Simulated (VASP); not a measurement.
# HC6 in VASP: notebook

HC6 is run at these levels: PBE; tasks: single point.

Program: VASP 6.6.1. These are calculated values, not measurements. Logs are shortened: lines on timing, memory, paths and dates and some standing lists are left out, and cuts for length are marked.

## (1) The cell of the first run

The cell holds a wire or tube with vacuum around it, 14 atoms: a = 4.933 Å, b = 8.522 Å, c = 22.942 Å, α = 90.00°, β = 90.00°, γ = 90.00°.

## (2) Single point, PBE

Input file INCAR:

```
SYSTEM = HC6
PREC = Accurate
ENCUT = 520
EDIFF = 1E-6
ISMEAR = 0
SIGMA = 0.1
LREAL = .False.
LASPH = .True.
NELM = 120
ALGO = Normal
ISIF = 2
LWAVE = .False.
LCHARG = .True.
LDIPOL = .True.
IDIPOL = 3
DIPOL = 0.5 0.5 0.305
GGA = PE
LELF = .True.
LVHAR = .True.
LVACPOTAV = .True.
NBANDS = 38
GGA_COMPAT = .False.
NELMDL = -8
```

Input file KPOINTS:

```
Automatic mesh
0
Gamma
  6 3 1
  0 0 0
```

Input file POSCAR:

```
HC6
1.0
    4.9326910638      0.0000000000      0.0000000000
    0.0000000000      8.5222964205      0.0000000000
    0.0000000000      0.0000000000     22.9416055954
C H
12 2
Direct
    0.0000000000      0.0000000000      0.1743557130
    0.5000000000      0.0000000000      0.1743557130
    0.2500000000      0.0000000000      0.2053898368
    0.7500000000      0.0000000000      0.2053898368
    0.2500000000      0.0000000000      0.2674580844
    0.7500000000      0.0000000000      0.2674580844
    0.0000000000      0.0000000000      0.2977124344
    0.5000000000      0.0000000000      0.2977124344
    0.0000000000      0.0000000000      0.3626190265
    0.5000000000      0.0000000000      0.3626190265
    0.2500000000      0.0000000000      0.3897550046
    0.7500000000      0.0000000000      0.3897550046
   -0.1436160521      1.0000000000      0.4372669364
    0.3936160521      1.0000000000      0.4372669364
```

Potentials or basis: VASP PAW PBE potentials, release 64 (C, H).

Command:

```sh
> cat potpaw_PBE.64/C/POTCAR potpaw_PBE.64/H/POTCAR > POTCAR
> mpirun -np 1 vasp_std > vasp.out
```

OUTCAR:

```text
SYSTEM = HC6
   PREC = Accurate
   ENCUT = 520
   EDIFF = 1E-6
   ISMEAR = 0
   LREAL = .False.
   LASPH = .True.
   NELM = 120
   ISIF = 2
   GGA = PE
   NELMDL = -8

 ion  position               nearest neighbor table
   1  0.000  0.000  0.174-   3 1.42   4 1.42
   2  0.500  0.000  0.174-   3 1.42   4 1.42
   3  0.250  0.000  0.205-   5 1.42   2 1.42   1 1.42
   4  0.750  0.000  0.205-   6 1.42   2 1.42   1 1.42
   5  0.250  0.000  0.267-   7 1.42   8 1.42   3 1.42
   6  0.750  0.000  0.267-   7 1.42   8 1.42   4 1.42
   7  0.000  0.000  0.298-   5 1.42   6 1.42   9 1.49
   8  0.500  0.000  0.298-   5 1.42   6 1.42  10 1.49
   9  0.000  0.000  0.363-  11 1.38  12 1.38   7 1.49
  10  0.500  0.000  0.363-  11 1.38  12 1.38   8 1.49
  11  0.250  0.000  0.390-  14 1.30  10 1.38   9 1.38
  12  0.750  0.000  0.390-  13 1.21  10 1.38   9 1.38
  13  0.856  0.000  0.437-  12 1.21
  14  0.394  0.000  0.437-  11 1.30

  LATTYP: Found a simple orthorhombic cell.
 ALAT       =     4.9326910638
 B/A-ratio  =     1.7277174488
 C/A-ratio  =     4.6509309622

  Lattice vectors:

 A1 = (   4.9326910638,   0.0000000000,   0.0000000000)
 A2 = (   0.0000000000,   8.5222964205,   0.0000000000)
 A3 = (   0.0000000000,   0.0000000000,  22.9416055954)

Analysis of symmetry for initial positions (statically):
=====================================================================
 Subroutine PRICEL returns:
 Original cell was already a primitive cell.

 Routine SETGRP: Setting up the symmetry group for a
 simple orthorhombic supercell.

 Subroutine GETGRP returns: Found  2 space group operations
 (whereof  2 operations were pure point group operations)
 out of a pool of  8 trial point group operations.

The static configuration has the point symmetry C_1h.

Analysis of symmetry for dynamics (positions and initial velocities):
=====================================================================
 Subroutine PRICEL returns:
 Original cell was already a primitive cell.

 Routine SETGRP: Setting up the symmetry group for a
 simple orthorhombic supercell.

 Subroutine GETGRP returns: Found  2 space group operations
 (whereof  2 operations were pure point group operations)
 out of a pool of  8 trial point group operations.

The dynamic configuration has the point symmetry C_1h.

 Subroutine INISYM returns: Found  2 space group operations
[... 121 lines left out ...]
   IALGO  =     38    algorithm
   IMIX   =      4    mixing-type and parameters
     AMIX     =   0.40;   BMIX     =  1.00
     AMIX_MAG =   1.60;   BMIX_MAG =  1.00
  volume/ion in A,a.u.               =      68.89       464.87
  Fermi-wavevector in a.u.,A,eV,Ry     =   0.610441  1.153565  5.070043  0.372638
  Thomas-Fermi vector in A             =   1.666002
   LORBIT       =      0    0 simple, 1 ext, 2 COOP (PROOUT), +10 PAW based schemes
   GGA     = PE    functional components
   LHFCALC =     F    Hartree Fock is set to
   AEXX    =    0.0000 exact exchange contribution
   IVDW    =     0    specifies the selected vdW correction
   LEPSILON=     F    determine dielectric tensor
   LRPA    =     F    only Hartree local field effects (RPA)
 non-spin polarized calculation
 Gauss-broadening in eV      SIGMA  =   0.10
  energy-cutoff  :      520.00
  volume of cell :      964.42
 maximum number of plane-waves:     25994
 NGX is ok and might be reduce to    40
   NGX = 19   NGY = 31   NGZ = 85

 dipolmoment           0.000000      0.000000      0.103856 electrons x Angstroem

 number of electron      50.0000004 magnetization

 dipolmoment           0.000000      0.000000     -0.425417 electrons x Angstroem

 Free energy of the ion-electron system (eV)
  ---------------------------------------------------
  ext. energy  EPLUGINS =         0.00000000
  ---------------------------------------------------
  free energy    TOTEN  =      -107.86033164 eV

  energy without entropy =     -107.79499181  energy(sigma->0) =     -107.82766172

 E-fermi :  -3.9772     XC(G=0):  -1.8926

 val. band max:       -4.0327896023   @ k =   0.0000   0.0000   0.0000
 cond. band min:      -3.9369865731   @ k =   0.3333   0.0000   0.0000
 fundamental gap:      0.0958030293
 Fermi energy:        -3.9772315829

 k-point     1 :       0.0000    0.0000    0.0000
  band No.  band energies     occupation
      1     -22.7434      2.00000
      2     -21.2830      2.00000
      3     -18.9383      2.00000
      4     -18.6268      2.00000
      5     -18.5358      2.00000
      6     -17.2040      2.00000
[... 309 lines left out ...]
     36       2.2036      0.00000
     37       2.3958      0.00000
 [bands above 37 left out]

------------------------ aborting loop because EDIFF is reached ----------------------------------------

  FORCE on cell =-STRESS in cart. coord.  units (eV):
  Direction    XX          YY          ZZ          XY          YZ          ZX
  --------------------------------------------------------------------------------------
  -------------------------------------------------------------------------------------
  Total       -0.3569672     -0.0709024      0.0991875      0.0000000      0.0000000     -9.9075239
  in kB       -0.5930270     -0.1177897      0.1647795      0.0000000      0.0000000    -16.4592997
  external PRESSURE =      -0.1820124 kB  Pullay stress =       0.0000000 kB

 VOLUME and BASIS-vectors are now :
 -----------------------------------------------------------------------------
  energy-cutoff  :      520.00
  volume of cell :      964.42
      direct lattice vectors                 reciprocal lattice vectors
     4.932691064  0.000000000  0.000000000     0.202729096  0.000000000  0.000000000
     0.000000000  8.522296421  0.000000000     0.000000000  0.117339265  0.000000000
     0.000000000  0.000000000 22.941605595     0.000000000  0.000000000  0.043588928

 POSITION                                       TOTAL-FORCE (eV/Angst)
 -----------------------------------------------------------------------------------
      0.00000      0.00000      4.00000         0.018518      0.000000      2.038641
      2.46635      0.00000      4.00000         0.003433      0.000000      2.039497
      1.23317      0.00000      4.71197         0.018330      0.000000     -3.344407
      3.69952      0.00000      4.71197         0.015674      0.000000     -3.364591
      1.23317      0.00000      6.13592        -0.003284      0.000000      1.028215
      3.69952      0.00000      6.13592        -0.032900      0.000000      1.022119
      0.00000      0.00000      6.83000         0.427853      0.000000      1.002468
      2.46635      0.00000      6.83000         0.430994      0.000000      0.947461
      0.00000      0.00000      8.31906        -0.178556      0.000000     -3.062354
      2.46635      0.00000      8.31906        -0.205981      0.000000     -3.627320
      1.23317      0.00000      8.94161         3.946702      0.000000      4.006691
      3.69952      0.00000      8.94161         3.065516      0.000000      3.451058
      4.22428      0.00000     10.03161        -3.247994      0.000000     -1.040439
      1.94159      0.00000     10.03161        -4.258305      0.000000     -1.097038
 -----------------------------------------------------------------------------------
    total drift:                               -0.000071      0.000000      0.000607

  FREE ENERGIE OF THE ION-ELECTRON SYSTEM (eV)
  ---------------------------------------------------
  free  energy   TOTEN  =      -107.8603316350 eV

  energy  without entropy=     -107.7949918051  energy(sigma->0) =     -107.82766172

 vacuum level on the upper side and lower side of the slab         0.238         2.069
```

stdout:

```text
POSCAR found type information on POSCAR C H
 POSCAR found :  2 types and      14 ions
 scaLAPACK will be used
 LDA part: xc-table for (Slater+PW92), standard interpolation
 POSCAR, INCAR and KPOINTS ok, starting setup
 FFT: planning ... GRIDC
 FFT: planning ... GRID_SOFT
 FFT: planning ... GRID
 WAVECAR not read
 entering main loop
 -----------------------------------------------------------------------------
|                                                                             |
|           W    W    AA    RRRRR   N    N  II  N    N   GGGG   !!!           |
|           W    W   A  A   R    R  NN   N  II  NN   N  G    G  !!!           |
|           W    W  A    A  R    R  N N  N  II  N N  N  G       !!!           |
|           W WW W  AAAAAA  RRRRR   N  N N  II  N  N N  G  GGG   !            |
|           WW  WW  A    A  R   R   N   NN  II  N   NN  G    G                |
|           W    W  A    A  R    R  N    N  II  N    N   GGGG   !!!           |
|                                                                             |
|     Did not find any points to average over, which means that no vacuum     |
|     field-free region was found. Please increase the size of  your cell     |
|     in the dimension of the dipole correction to obtain accurate            |
|     workfunction values.                                                    |
|                                                                             |
 -----------------------------------------------------------------------------
```

It took 20 min on 1 thread of Oxide Virtual Turin-like, shared host; peak memory 0.92 GiB.

Results:

- Free energy: -107.8603 eV
- Largest force: 5.624 eV/Å
- Band gap on the k mesh: zero (bands 25 and 26 overlap by 0.12 eV)

Forces on the atoms (eV/Å):
```
C    0.019  0.000  2.039
C    0.003  0.000  2.039
C    0.018  0.000 -3.344
C    0.016  0.000 -3.365
C   -0.003  0.000  1.028
C   -0.033  0.000  1.022
C    0.428  0.000  1.002
C    0.431  0.000  0.947
C   -0.179  0.000 -3.062
C   -0.206  0.000 -3.627
C    3.947  0.000  4.007
C    3.066  0.000  3.451
H   -3.248  0.000 -1.040
H   -4.258  0.000 -1.097
```

## (3) Single point, PBE

Input file INCAR:

```
SYSTEM = HC6
PREC = Accurate
ENCUT = 520
EDIFF = 1E-6
ISMEAR = 0
SIGMA = 0.1
LREAL = .FALSE.
LASPH = .TRUE.
NELM = 120
ALGO = Normal
ISIF = 2
LWAVE = .FALSE.
LCHARG = .FALSE.
LDIPOL = .TRUE.
IDIPOL = 3
DIPOL = 0.5 0.5 0.311
GGA = PE
NBANDS = 38
GGA_COMPAT = .FALSE.
NELMDL = -8
```

Input file KPOINTS:

```
regular mesh
0
G
  6 3 1
  0 0 0
```

POSCAR, as its differences from that of step 2:

```diff
@@ -20,3 +20,3 @@
     0.7500000000      0.0000000000      0.3897550046
-   -0.1436160521      1.0000000000      0.4372669364
-    0.3936160521      1.0000000000      0.4372669364
+   -0.0265399992      1.0000000000      0.4791123075
+    0.2765399992      1.0000000000      0.4791123075
```

Potentials or basis: VASP PAW PBE potentials, release 64 (C, H).

Command:

```sh
> cat potpaw_PBE.64/C/POTCAR potpaw_PBE.64/H/POTCAR > POTCAR
> mpirun -np 1 vasp_std > vasp.out
```

It took 18 min on 1 thread of Oxide Virtual Turin-like, shared host; peak memory 0.94 GiB.

Results (log left out):

```yaml
Free_energy: -103.0262 eV
Largest_force: 3.119 eV/Å
Band_gap_on_the_k_mesh: 0.04 eV
```

Forces on the atoms (eV/Å):
```
C   -0.083  0.000  1.626
C    0.086  0.000  1.600
C    0.057  0.000 -3.094
C   -0.050  0.000 -2.955
C    0.116  0.000  1.164
C   -0.118  0.000  1.305
C    0.194  0.000  0.488
C   -0.074  0.000  0.358
C   -0.123  0.000  0.168
C    0.101  0.000 -0.673
C    0.717  0.000  1.036
C    0.530  0.000  1.839
H    1.096  0.000 -0.927
H   -2.447  0.000 -1.934
```

Levels at points of the mesh, in eV from the valence-band top:
```csv
k point,band 21,band 22,band 23,band 24,band 25,band 26,band 27,band 28,band 29,band 30
"(0.00, 0.00, 0.00)",-2.25,-2.16,-1.37,-0.24,-0.10,0.09,0.91,0.97,2.15,2.72
"(0.50, 0.00, 0.00)",-3.65,-1.80,-1.74,-1.10,0.00,0.04,0.34,2.43,2.77,2.85
```

The gap in the log of VASP goes by the Fermi energy; the results here count the filled bands.